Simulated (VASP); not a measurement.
# CrO2 (P4_2/mnm) in VASP: single point with PBE

Aim: the single point of CrO2 with PBE.

Everything below comes from runs of VASP 6.6.1. Logs are shortened: lines on timing, memory, paths and dates and some standing lists are left out, and cuts for length are marked.

### Step 1. The cell of the first run

The structure is tetragonal, space group P4_2/mnm (No. 136). The conventional cell has a = 4.444 Å, b = 4.444 Å, c = 2.921 Å, α = 90.00°, β = 90.00°, γ = 90.00°. Cr (site symmetry mmm) has 6 O at 1.91 Å within 2.5 Å. Within 2.5 Å of O (site symmetry m2m) lie 3 Cr at 1.91 Å and 1 O at 2.47 Å.

### Step 2. Single point, PBE, collinear spin, ferromagnetic start

Contents of INCAR:

```
ALGO = Normal ; EDIFF = 1E-6
ENCUT = 520 ; GGA = PE
ISIF = 2 ; ISMEAR = 0
ISPIN = 2 ; LASPH = True
LCHARG = False ; LMAXMIX = 4
LORBIT = 11 ; LREAL = False
LWAVE = False ; MAGMOM = 1.9 1.9 0 0 0 0
NBANDS = 37 ; NELM = 150
PREC = Accurate ; SIGMA = 0.1
```

Contents of KPOINTS:

```
k-points
0
Gamma
  8 8 12
```

Contents of POSCAR:

```
CrO2
1.0
    4.4443457965      0.0000000000      0.0000000000
    0.0000000000      4.4443457965      0.0000000000
    0.0000000000      0.0000000000      2.9209943594
Cr O
2 4
Direct
    0.0000000000      0.0000000000      0.0000000000
    0.5000000000      0.5000000000      0.5000000000
    0.3035937214      0.3035937214      0.0000000000
    0.1964062786      0.8035937214      0.5000000000
    0.6964062786      0.6964062786      0.0000000000
    0.8035937214      0.1964062786      0.5000000000
```

Potentials or basis: VASP PAW PBE potentials, release 64 (Cr_pv, O).

The run is started by

```sh
$ cat potpaw_PBE.64/Cr_pv/POTCAR potpaw_PBE.64/O/POTCAR > POTCAR
$ mpirun -np 1 vasp_std > vasp.out
```

OUTCAR:

```text
EDIFF = 1E-6
   ENCUT = 520
   GGA = PE
   ISIF = 2
   ISMEAR = 0
   ISPIN = 2
   LASPH = True
   LORBIT = 11
   LREAL = False
   NELM = 150
   PREC = Accurate

 ion  position               nearest neighbor table
   1  0.000  0.000  0.000-   3 1.91   5 1.91   4 1.91   6 1.91   4 1.91   6 1.91
   2  0.500  0.500  0.500-   4 1.91   6 1.91   5 1.91   3 1.91   3 1.91   5 1.91
   3  0.304  0.304  0.000-   1 1.91   2 1.91   2 1.91
   4  0.196  0.804  0.500-   2 1.91   1 1.91   1 1.91
   5  0.696  0.696  0.000-   1 1.91   2 1.91   2 1.91
   6  0.804  0.196  0.500-   2 1.91   1 1.91   1 1.91

  LATTYP: Found a simple tetragonal cell.
 ALAT       =     4.4443457965
 C/A-ratio  =     0.6572383188

  Lattice vectors:

 A1 = (   4.4443457965,   0.0000000000,   0.0000000000)
 A2 = (   0.0000000000,   4.4443457965,   0.0000000000)
 A3 = (   0.0000000000,   0.0000000000,   2.9209943594)

Analysis of symmetry for initial positions (statically):
=====================================================================
 Subroutine PRICEL returns:
 Original cell was already a primitive cell.

 Routine SETGRP: Setting up the symmetry group for a
 simple tetragonal supercell.

 Subroutine GETGRP returns: Found 16 space group operations
 (whereof  8 operations were pure point group operations)
 out of a pool of 16 trial point group operations.

The static configuration has the point symmetry D_2h.
 The point group associated with its full space group is D_4h.

Analysis of symmetry for dynamics (positions and initial velocities):
=====================================================================
 Subroutine PRICEL returns:
 Original cell was already a primitive cell.

 Routine SETGRP: Setting up the symmetry group for a
 simple tetragonal supercell.

 Subroutine GETGRP returns: Found 16 space group operations
 (whereof  8 operations were pure point group operations)
 out of a pool of 16 trial point group operations.

The dynamic configuration has the point symmetry D_2h.
 The point group associated with its full space group is D_4h.

Analysis of structural, dynamic, and magnetic symmetry:
=====================================================================
 Subroutine PRICEL returns:
 Original cell was already a primitive cell.

 Routine SETGRP: Setting up the symmetry group for a
 simple tetragonal supercell.

 Subroutine GETGRP returns: Found 16 space group operations
 (whereof  8 operations were pure point group operations)
 out of a pool of 16 trial point group operations.

The overall configuration has the point symmetry D_2h.
 The point group associated with its full space group is D_4h.

 Subroutine INISYM returns: Found 16 space group operations
 (whereof  8 operations are pure point group operations),
 and found     1 'primitive' translations

----------------------------------------------------------------------------------------

                                     Primitive cell

  volume of cell :      57.6961

  direct lattice vectors                    reciprocal lattice vectors
     4.444345797  0.000000000  0.000000000     0.225004994  0.000000000  0.000000000
     0.000000000  4.444345797  0.000000000     0.000000000  0.225004994  0.000000000
     0.000000000  0.000000000  2.920994359     0.000000000  0.000000000  0.342349172

  length of vectors
     4.444345797  4.444345797  2.920994359     0.225004994  0.225004994  0.342349172

  position of ions in fractional coordinates (direct lattice)
     0.000000000  0.000000000  0.000000000
     0.500000000  0.500000000  0.500000000
     0.303593721  0.303593721  0.000000000
     0.196406279  0.803593721  0.500000000
     0.696406279  0.696406279  0.000000000
     0.803593721  0.196406279  0.500000000

  ion indices of the primitive-cell ions
   primitive index   ion index
                 1           1
                 2           2
                 3           3
                 4           4
                 5           5
                 6           6

----------------------------------------------------------------------------------------

 KPOINTS: k-points

Automatic generation of k-mesh.
 Grid dimensions read from file:
 generate k-points for:    8    8   12

 Generating k-lattice:

  Cartesian coordinates                     Fractional coordinates (reciprocal lattice)
     0.028125624  0.000000000  0.000000000     0.125000000  0.000000000  0.000000000
     0.000000000  0.028125624  0.000000000     0.000000000  0.125000000  0.000000000
     0.000000000  0.000000000  0.028529098     0.000000000  0.000000000  0.083333333

  Length of vectors
     0.028125624  0.028125624  0.028529098

  Shift w.r.t. Gamma in fractional coordinates (k-lattice)
     0.000000000  0.000000000  0.000000000

 Subroutine IBZKPT returns following result:
 ===========================================

 Found    105 irreducible k-points:

 Following reciprocal coordinates:
            Coordinates               Weight
  0.000000  0.000000  0.000000      1.000000
  0.125000  0.000000  0.000000      4.000000
  0.250000  0.000000  0.000000      4.000000
  0.375000  0.000000  0.000000      4.000000
  0.500000  0.000000  0.000000      2.000000
  0.125000  0.125000  0.000000      4.000000
[... 16 lines left out ...]
  0.375000  0.125000  0.083333     16.000000
  0.500000  0.125000  0.083333      8.000000
 [... further k-points ...]
   k-points           NKPTS =    105   k-points in BZ     NKDIM =    105   number of bands    NBANDS=     37
   number of dos      NEDOS =    301   number of ions     NIONS =      6
   total plane-waves  NPLWV =  31104
   dimension x,y,z NGX =    36 NGY =   36 NGZ =   24
   dimension x,y,z NGXF=    72 NGYF=   72 NGZF=   48
   ions per type =               2   4
   NGX,Y,Z   is equivalent  to a cutoff of  13.47, 13.47, 13.66 a.u.
   NGXF,Y,Z  is equivalent  to a cutoff of  26.93, 26.93, 27.32 a.u.
 SYSTEM =  unknown system
   PREC   = accura    normal or accurate (medium, high low for compatibility)
   ISTART =      0    job   : 0-new  1-cont  2-samecut
   ICHARG =      2    charge: 1-file 2-atom 10-const
   ISPIN  =      2    spin polarized calculation?
   LNONCOLLINEAR =      F non collinear calculations
   LSORBIT =      F    spin-orbit coupling
   LASPH  =      T    aspherical Exc in radial PAW
   ENCUT  =  520.0 eV  38.22 Ry    6.18 a.u.   8.26  8.26  5.43*2*pi/ulx,y,z
   NELM   =    150;   NELMIN=  2; NELMDL= -5     # of ELM steps
   EDIFF  = 0.1E-05   stopping-criterion for ELM
   LREAL  =      F    real-space projection
   EDIFFG = 0.1E-04   stopping-criterion for IOM
   NSW    =      0    number of steps for IOM
   IBRION =     -1    ionic relax: 0-MD 1-quasi-New 2-CG
   NFREE  =      0    steps in history (QN), initial steepest desc. (CG)
   ISIF   =      2    stress and relaxation
   ISYM   =      2    0-nonsym 1-usesym 2-fastsym
   POTIM  = 0.5000    time-step for ionic-motion
   TEBEG  =    0.0;   TEEND  =   0.0 temperature during run
   PSTRESS=    0.0 pullay stress
   NELECT =      48.0000    total number of electrons
   NUPDOWN=      -1.0000    fix difference up-down
   EMIN   =  10.00;   EMAX   =-10.00  energy-range for DOS
   EFERMI =   0.00;   METHOD = LEGACY
   ISMEAR =     0;   SIGMA  =   0.10  broadening in eV -4-tet -1-fermi 0-gaus
   EFERMI_NEDOS =   21; number of points for ismear=-14 and -15
   IALGO  =     38    algorithm
   IMIX   =      4    mixing-type and parameters
     AMIX     =   0.40;   BMIX     =  1.00
     AMIX_MAG =   1.60;   BMIX_MAG =  1.00
  volume/ion in A,a.u.               =       9.62        64.89
  Fermi-wavevector in a.u.,A,eV,Ry     =   1.539713  2.909636 32.255551  2.370716
  Thomas-Fermi vector in A             =   2.645902
   LORBIT       =     11    0 simple, 1 ext, 2 COOP (PROOUT), +10 PAW based schemes
   GGA     = PE    functional components
   LHFCALC =     F    Hartree Fock is set to
   AEXX    =    0.0000 exact exchange contribution
   IVDW    =     0    specifies the selected vdW correction
   LEPSILON=     F    determine dielectric tensor
   LRPA    =     F    only Hartree local field effects (RPA)
 spin polarized calculation
 Gauss-broadening in eV      SIGMA  =   0.10
  energy-cutoff  :      520.00
  volume of cell :       57.70
 maximum number of plane-waves:      1575
 NGX is ok and might be reduce to    36
   NGX = 17   NGY = 17   NGZ = 11

 number of electron      48.0000004 magnetization       3.9998060

 Free energy of the ion-electron system (eV)
  ---------------------------------------------------
  ext. energy  EPLUGINS =         0.00000000
  ---------------------------------------------------
  free energy    TOTEN  =       -50.35737371 eV

  energy without entropy =      -50.35081180  energy(sigma->0) =      -50.35409276

 E-fermi :   5.5090     XC(G=0): -11.8393

 val. band max:        5.5082045383   @ k =   0.3750   0.0000   0.0833
 cond. band min:       5.5126531200   @ k =   0.1250   0.1250   0.1667
 fundamental gap:      0.0044485817
 Fermi energy:         5.5089532715

 spin component 1

 k-point     1 :       0.0000    0.0000    0.0000
  band No.  band energies     occupation
      1     -39.4018      1.00000
      2     -39.4018      1.00000
      3     -39.2782      1.00000
      4     -39.2782      1.00000
      5     -39.2031      1.00000
      6     -39.1899      1.00000
[... 28 lines left out ...]
     35      12.9444      0.00000
     36      16.3399      0.00000

 k-point     2 :       0.1250    0.0000    0.0000
  band No.  band energies     occupation
      1     -39.4012      1.00000
      2     -39.4012      1.00000
      3     -39.2789      1.00000
      4     -39.2788      1.00000
      5     -39.2026      1.00000
      6     -39.1904      1.00000
[... 28 lines left out ...]
     35      13.1643      0.00000
     36      16.3470      0.00000
[... 817 lines left out ...]
     35      14.8690      0.00000
     36      16.2554      0.00000

 k-point    24 :       0.5000    0.1250    0.0833
  band No.  band energies     occupation
      1     -39.3979      1.00000
      2     -39.3979      1.00000
      3     -39.2804      1.00000
      4     -39.2804      1.00000
      5     -39.2069      1.00000
      6     -39.2069      1.00000
[... 28 lines left out ...]
     35      15.6266      0.00000
     36      15.6266      0.00000

 [... further k-points ...]

 spin component 2

 k-point     1 :       0.0000    0.0000    0.0000
  band No.  band energies     occupation
      1     -37.3750      1.00000
      2     -37.3750      1.00000
      3     -37.0309      1.00000
      4     -37.0309      1.00000
      5     -36.8379      1.00000
      6     -36.8221      1.00000
[... 28 lines left out ...]
     35      13.3743      0.00000
     36      16.7615      0.00000

 k-point     2 :       0.1250    0.0000    0.0000
  band No.  band energies     occupation
      1     -37.3747      1.00000
      2     -37.3747      1.00000
      3     -37.0313      1.00000
      4     -37.0313      1.00000
      5     -36.8372      1.00000
      6     -36.8227      1.00000
[... 28 lines left out ...]
     35      13.4945      0.00000
     36      16.7477      0.00000
[... 817 lines left out ...]
     35      15.0819      0.00000
     36      16.5014      0.00000

 k-point    24 :       0.5000    0.1250    0.0833
  band No.  band energies     occupation
      1     -37.3728      1.00000
      2     -37.3728      1.00000
      3     -37.0310      1.00000
      4     -37.0310      1.00000
      5     -36.8421      1.00000
      6     -36.8421      1.00000
[... 28 lines left out ...]
     35      15.8358      0.00000
     36      15.8358      0.00000

 [... further k-points ...]

 [bands above 36 left out]

------------------------ aborting loop because EDIFF is reached ----------------------------------------

  FORCE on cell =-STRESS in cart. coord.  units (eV):
  Direction    XX          YY          ZZ          XY          YZ          ZX
  --------------------------------------------------------------------------------------
  -------------------------------------------------------------------------------------
  Total        0.1956054      0.1956054      0.2926207     -0.0000000      0.0000000      0.0000000
  in kB        5.4318164      5.4318164      8.1258580     -0.0000000      0.0000000      0.0000000
  external PRESSURE =       6.3298303 kB  Pullay stress =       0.0000000 kB

 VOLUME and BASIS-vectors are now :
 -----------------------------------------------------------------------------
  energy-cutoff  :      520.00
  volume of cell :       57.70
      direct lattice vectors                 reciprocal lattice vectors
     4.444345797  0.000000000  0.000000000     0.225004994  0.000000000  0.000000000
     0.000000000  4.444345797  0.000000000     0.000000000  0.225004994  0.000000000
     0.000000000  0.000000000  2.920994359     0.000000000  0.000000000  0.342349172

 POSITION                                       TOTAL-FORCE (eV/Angst)
 -----------------------------------------------------------------------------------
      0.00000      0.00000      0.00000         0.000000     -0.000000      0.000000
      2.22217      2.22217      1.46050         0.000000     -0.000000      0.000000
      1.34928      1.34928      0.00000        -0.014780     -0.014780     -0.000000
      0.87290      3.57145      1.46050         0.014780     -0.014780     -0.000000
      3.09507      3.09507      0.00000         0.014780      0.014780      0.000000
      3.57145      0.87290      1.46050        -0.014780      0.014780      0.000000
 -----------------------------------------------------------------------------------
    total drift:                                0.000000      0.000000      0.000000

  FREE ENERGIE OF THE ION-ELECTRON SYSTEM (eV)
  ---------------------------------------------------
  free  energy   TOTEN  =       -50.3573737113 eV

  energy  without entropy=      -50.3508117995  energy(sigma->0) =      -50.35409276

 total charge

# of ion       s       p       d       tot
------------------------------------------
    1        0.362   6.455   4.015  10.832
    2        0.362   6.455   4.015  10.832
    3        1.572   3.458   0.000   5.030
    4        1.572   3.458   0.000   5.030
    5        1.572   3.458   0.000   5.030
    6        1.572   3.458   0.000   5.030
--------------------------------------------------
tot          7.011  26.742   8.030  41.784

 magnetization (x)

# of ion       s       p       d       tot
------------------------------------------
    1        0.024   0.031   2.049   2.105
    2        0.024   0.031   2.049   2.105
    3       -0.003  -0.075   0.000  -0.078
    4       -0.003  -0.075   0.000  -0.078
    5       -0.003  -0.075   0.000  -0.078
    6       -0.003  -0.075   0.000  -0.078
--------------------------------------------------
tot          0.037  -0.236   4.099   3.900
```

Wall time 2.8 min (1 thread of Intel Xeon 6975P-C (Granite Rapids), shared host); peak memory 0.42 GiB.

What came out:

| Property | Result |
| --- | --- |
| Free energy | -50.3574 eV |
| Pressure | 0.6 GPa |
| Largest force | 0.021 eV/Å |
| Band gap on the k mesh | zero (filled and empty bands overlap) |
| Net moment | 4.00 μB per cell |
| Site moments | Cr +2.10; O -0.08 μB |
| Valence electrons inside the program's atomic spheres | Cr 10.83; O 5.03 |

Forces on the atoms (eV/Å):
```
Cr   0.000  0.000  0.000
Cr   0.000  0.000  0.000
O   -0.015 -0.015  0.000
O    0.015 -0.015  0.000
O    0.015  0.015  0.000
O   -0.015  0.015  0.000
```

Levels at points of the mesh, in eV from the Fermi level:
Spin up:
```csv
k point,band 23,band 24,band 25,band 26,band 27,band 28,band 29,band 30
"(0.00, 0.00, 0.00)",-1.18,-1.13,-1.13,-1.10,-0.53,1.07,1.18,3.79
"(0.50, 0.00, 0.00)",-0.77,-0.77,-0.34,-0.34,0.35,0.35,3.25,3.25
"(0.50, 0.50, 0.00)",-1.46,-1.46,-1.11,-1.11,0.89,0.89,2.68,2.68
"(0.00, 0.00, 0.50)",-0.70,-0.70,-0.03,-0.03,0.76,0.76,2.42,2.42
"(0.50, 0.00, 0.50)",-1.43,-1.43,-0.69,-0.69,0.93,0.93,1.64,1.64
"(0.50, 0.50, 0.50)",-0.69,-0.69,-0.25,-0.25,0.09,0.09,2.95,2.95
```
Spin down:
```
           k point  band 18  band 19  band 20  band 21  band 22  band 23  band 24  band 25  band 26  band 27
(0.00, 0.00, 0.00)    -3.35    -1.69    -1.34    -1.34    -0.91     0.98     0.98     1.23     1.23     1.29
(0.50, 0.00, 0.00)    -4.19    -2.81    -2.81    -1.71    -1.71     1.63     1.63     1.80     1.80     2.07
(0.50, 0.50, 0.00)    -3.16    -2.49    -2.49    -2.14    -2.14     0.99     0.99     1.24     1.24     2.35
(0.00, 0.00, 0.50)    -3.89    -3.50    -3.50    -2.55    -2.55     1.65     1.65     2.12     2.12     2.48
(0.50, 0.00, 0.50)    -3.71    -3.08    -3.08    -2.02    -2.02     0.71     0.71     2.15     2.15     2.53
(0.50, 0.50, 0.50)    -3.84    -2.33    -2.33    -1.64    -1.64     1.31     1.31     1.99     1.99     2.19
```

Caveat: semilocal functionals often make such compounds metallic where correlation or magnetic order opens a gap, which also shifts bond lengths; only a ferromagnetic start was run, and an antiferromagnetic order may lie lower in energy. With open d or f shells a metallic result of PBE can be an artefact of self-interaction; +U or a hybrid may open a gap.
